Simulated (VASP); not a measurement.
Runs of VASP 6.6.1 on BaF2. The structure is that of space group Fm-3m (No. 225), or close to it. The cells are those of the table. 

```tsv
task	cell	gap on the mesh (eV)	pressure (GPa)
single point	a = 4.438 Å, angles 60.0°, 3 atoms	7.18	(d)
single point	a = 4.467 Å, angles 60.0°, 3 atoms	7.10	-2.4
single point	a = 4.410 Å, angles 60.0°, 3 atoms	7.26	-0.4
single point	a = 4.351 Å, angles 60.0°, 3 atoms	7.42	2.3
single point	a = 4.381 Å, angles 60.0°, 3 atoms	7.34	0.9
single point	a = 4.291 Å, angles 60.0°, 3 atoms	(b)	5.6
single point	a = 4.321 Å, angles 60.0°, 3 atoms	7.51	(c)
relaxation of cell and atoms	relaxed from a = 4.384 Å, angles 60.0°, 3 atoms	(a)	0.0
```

Alike in all rows: level r2SCAN; potentials or basis VASP PAW PBE potentials, release 64 (Ba_sv, F); no spin polarisation; k mesh 8 × 8 × 8; cutoff (eV) 660; smearing fermi-dirac 0.02 eV.

**Question.** Estimate the missing entries.

**Answer.** (a) 7.28; (b) 7.59; (c) 3.8; (d) -1.5.

Caveats: the PAW data sets were made with another functional, which shifts forces and pressure a little; spin-orbit coupling is left out, which moves the levels of the heavy elements; the cell stands under pressure (at least some runs).

A k mesh can miss the band edges, and the runs leave out spin-orbit coupling on Ba.
